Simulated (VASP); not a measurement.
Crystal: TePb.

```
CELL_PARAMETERS angstrom
4.00229 0.00000 0.00000
0.00000 4.00229 0.00000
0.00000 0.00000 4.00229
ATOMIC_POSITIONS crystal
Pb 0.00000 0.00000 0.00000
Te 0.50000 0.50000 0.50000
```

Base run:

```yaml
Program: VASP 6.6.1
Functional: PBE
Potentials_or_basis: VASP PAW PBE potentials, release 64 (Pb_d, Te)
Cutoff: 520 eV
k_mesh: 7 × 7 × 7
Occupations: gaussian, width 0.02 eV
Spin: no spin polarisation
```

Its results: band gap on the k mesh zero (band 10 reaches 6.57 eV, above the bottom of band 11 at 5.77 eV); pressure 0.0 GPa.

Task: The run is repeated on the same cell with these changes: k mesh from 7 × 7 × 7 to 4 × 4 × 4; occupations from gaussian, width 0.02 eV to fermi-dirac, width 0.03 eV. What comes out?

Result: Band gap on the k mesh zero (band 10 reaches 6.66 eV, above the bottom of band 11 at 5.33 eV); pressure 0.5 GPa.

Caveats: some runs use coarse meshes; spin-orbit coupling is left out, which moves the levels of the heavy elements.
